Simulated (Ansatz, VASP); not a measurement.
# Two plane-wave programs on Re

File POSCAR:

```
Re
1.0
    2.7663873939      0.0000000000      0.0000000000
   -1.3831936969      2.3957617598      0.0000000000
    0.0000000000      0.0000000000      8.9388451600
Re
4
Direct
    0.6666666667      0.3333333333      0.7500000000
    0.0000000000      0.0000000000      0.5000000000
    0.3333333333      0.6666666667      0.2500000000
    0.0000000000      0.0000000000      0.0000000000
```

File INCAR.step1:

```
PREC = Accurate
ENCUT = 520
ISMEAR = -1
SIGMA = 0.05
LREAL = F
LASPH = T
NELM = 150
MAGMOM = 0 0 0 0 0 0 0 0 0 0 0 0
LSORBIT = T
GGA_COMPAT = F
LMAXMIX = 4
NBANDS = 42
GGA = PE
ALGO = Normal
EDIFF = 1E-4
LWAVE = T
LCHARG = F
```

The input INCAR.step2:

```
PREC = Accurate
ENCUT = 520
EDIFF = 1E-6
ISMEAR = -1
SIGMA = 0.05
LREAL = F
LASPH = T
NELM = 150
ALGO = Normal
ISIF = 2
LWAVE = F
LCHARG = T
MAGMOM = 0 0 0 0 0 0 0 0 0 0 0 0
LORBIT = 11
LSORBIT = T
GGA_COMPAT = F
LORBMOM = T
LMAXMIX = 4
METAGGA = R2SCAN
LMIXTAU = T
LVHAR = T
NBANDS = 42
ISTART = 1
```

KPOINTS

```
Automatic mesh
0
Gamma
  8 8 3
```

input.yaml

```yaml
crystal:
  lattice:
    - [2.7663873939, 0.0, 0.0]
    - [-1.3831936969, 2.3957617598, 0.0]
    - [0.0, 0.0, 8.93884516]
  atoms:
    - { symbol: Re, position: [0.6666666667, 0.3333333333, 0.75] }
    - { symbol: Re, position: [0.0, 0.0, 0.5] }
    - { symbol: Re, position: [0.3333333333, 0.6666666667, 0.25] }
    - { symbol: Re, position: [0.0, 0.0, 0.0] }
hamiltonian:
  xc: r2scan
  pseudopotentials: { kind: paw_fr }
magnetization:
  noncollinear: true
  spin_orbit: true
kpoints:
  mp_grid: { grid: [8, 8, 3] }
  band_path:
    path:
      - [[0.0, 0.0, 0.0], [0.5, 0.0, 0.0], [0.3333333333, 0.3333333333, 0.0], [0.0, 0.0, 0.0], [0.0, 0.0, 0.5], [0.5, 0.0, 0.5], [0.3333333333, 0.3333333333, 0.5], [0.0, 0.0, 0.5]]
      - [[0.5, 0.0, 0.5], [0.5, 0.0, 0.0]]
      - [[0.3333333333, 0.3333333333, 0.0], [0.3333333333, 0.3333333333, 0.5]]
    npoints: 14
scf:
  occupations: { method: fermi_dirac, width: 0.05 }
  n_extra_bands: 10
output:
  forces: true
  stress: true
  eigenvalues: true
  fatbands: true
```

Alike in both runs: functional r2SCAN; k mesh 8 × 8 × 3; occupations fermi-dirac, width 0.05 eV; non-collinear spin, spin-orbit coupling.

```csv
,VASP,Ansatz
version,VASP 6.6.1,Ansatz 0.2.0
potentials or method,"VASP PAW PBE potentials, release 64 (Re)",Ansatz PAW
plane-wave cutoff (eV),520,500
valence electrons in the cell,28,60
task,single point,band structure
```

|  | VASP | Ansatz | Ansatz less VASP |
| --- | --- | --- | --- |
| pressure (GPa) | -1.9 | -2.1 | -0.18 |
| traceless stress, the component that is largest in VASP (GPa) | -0.37 | -0.29 | +0.076 |

VASP's potentials were made for PBE, not for r2SCAN. The functional is the same, so the differences come from potentials, cutoffs and numerics. VASP's potentials hold 28 valence electrons a cell and Ansatz's 60, so a difference there can come from the potentials and not from the codes.
